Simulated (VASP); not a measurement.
**HC2: single point with LDA**

HC2, a slab with vacuum:

```xyz
30
Lattice="5.0487 0.0000 0.0000 0.0000 5.0487 0.0000 0.0000 0.0000 17.1647" Properties=species:S:1:pos:R:3 pbc="T T T"
H     2.1598    0.0000    1.0000
H     0.3646    0.0000    1.0000
H     4.6842    0.0000    1.0000
H     2.8890    0.0000    1.0000
H     2.1598    2.5244    1.0000
H     0.3646    2.5244    1.0000
H     4.6842    2.5244    1.0000
H     2.8890    2.5244    1.0000
H     1.2626    2.4546    6.1415
H     3.7868    5.1187    6.1418
C     1.2622    0.0000    1.6347
C     3.7866    0.0000    1.6347
C     1.2622    2.5244    1.6347
C     3.7866    2.5244    1.6347
C     1.2622    1.2622    2.5272
C     3.7866    1.2622    2.5272
C     1.2622    3.7866    2.5272
C     3.7866    3.7866    2.5272
C     0.0001    1.2622    3.3373
C     2.5243    1.2622    3.3373
C     0.0000    3.7865    3.4784
C     2.5244    3.7866    3.4784
C     0.0143    0.0721    4.3134
C     2.5101    0.0722    4.3134
C    -0.0143    2.4522    4.3134
C     2.5386    2.4522    4.3134
C     1.2622    0.4816    5.0010
C     3.7866    0.4760    5.1179
C     1.2623    2.0486    5.1175
C     3.7867    2.0429    5.0010
```

| Quantity | Value |
| --- | --- |
| Program | VASP 6.6.1 |
| Task | single point |
| Functional | LDA |
| Potentials or basis | VASP PAW LDA potentials, release 64 (H, C) |
| Cutoff | 520 eV |
| k mesh | 2 × 2 × 1 |
| Occupations | gaussian, width 0.05 eV |
| Spin | no spin polarisation |
| Dipole correction | no |
| Further INCAR settings | LREAL = Auto; ALGO = Normal; EDIFF = 1e-06; NBANDS = 66 |

* Largest force: 9.035 eV/Å
* Band gap on the k mesh: zero (band 45 reaches 0.56 eV, above the bottom of band 46 at 0.25 eV)

Forces on the atoms (eV/Å):
```
H   -9.035 -0.044  0.044
H    9.035 -0.044  0.044
H   -9.023 -0.031  0.080
H    9.023 -0.031  0.080
H   -9.023  0.031  0.080
H    9.023  0.031  0.080
H   -9.035  0.044  0.044
H    9.035  0.044  0.044
H   -0.001  0.022  0.051
H   -0.001 -0.022  0.052
C    0.000 -0.174  1.302
C    0.000 -0.207  1.355
C    0.000  0.208  1.356
C    0.000  0.173  1.302
C    0.000 -0.056 -3.368
C    0.000  0.056 -3.367
C    0.000 -0.071  0.294
C    0.000  0.072  0.294
C   -0.004 -0.001  0.002
C    0.006  0.001  0.005
C    0.002  0.001  0.013
C   -0.001 -0.001  0.013
C   -0.025 -0.042  0.005
C    0.023 -0.044  0.005
C    0.027  0.045  0.003
C   -0.019  0.044  0.001
C    0.001 -0.003  0.058
C    0.002 -0.012  0.028
C   -0.002  0.010  0.039
C   -0.007  0.001  0.061
```

Levels at points of the mesh, in eV from the Fermi level:
```
           k point  band 43  band 44  band 45  band 46  band 47  band 48
(0.00, 0.00, 0.00)    -0.69    -0.39    -0.25    -0.04     2.07     3.13
(0.50, 0.00, 0.00)    -2.36    -2.36     0.06     0.06     3.28     3.28
(0.00, 0.50, 0.00)    -0.45    -0.27    -0.21    -0.20     2.94     2.94
(0.50, 0.50, 0.00)    -2.79    -2.79     0.11     0.11     3.91     3.91
```

Wall time 2.5 min on 1 thread of AMD EPYC 9R45 96-Core Processor (Zen 5), on a shared host, peak memory 0.35 GiB.

Caveat: the k points lie up to 0.62 Å⁻¹ apart.
